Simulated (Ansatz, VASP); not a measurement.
## One calculation of Ru, two programs

```
Ru
1.0
     2.67389    0.00000    0.00000
    -1.33694    2.31565    0.00000
     0.00000    0.00000   25.56600
Ru
6
Direct
  0.66667 0.33333 0.29622
  0.33333 0.66667 0.37560
  0.66667 0.33333 0.45804
  0.33333 0.66667 0.54196
  0.66667 0.33333 0.62440
  0.33333 0.66667 0.70378
```

Alike in both runs: functional LDA; k mesh 15 × 15 × 1; occupations gaussian, width 0.1 eV; no spin polarisation.

Ansatz relaxed the structure, and its values are those at the end. VASP's run is a single point on that final structure, the one shown.

|  | VASP | Ansatz |
| --- | --- | --- |
| version | VASP 6.6.1 | Ansatz 0.2.0 |
| potentials or method | VASP PAW LDA potentials, release 64 (Ru_pv), cutoff 400 eV | scalar-relativistic, plane waves, PAW |
| valence electrons in the cell | 84 | 96 |

|  | VASP | Ansatz | Ansatz less VASP |
| --- | --- | --- | --- |
| gap on the k mesh at the Fermi level (eV) | none | none | - |
| rms of the force components (eV/Å) | 0.026 | 0.002 | -0.0233 |

LDA's correlation is that of Perdew and Zunger in VASP and of Perdew and Wang (1992) in Ansatz. A gap of «none» marks a metal or a gap that the smearing closes. VASP's potentials hold 84 valence electrons a cell and Ansatz's 96, so a difference there can come from the potentials and not from the codes. Ansatz's warnings: xc potential rough in thin density.
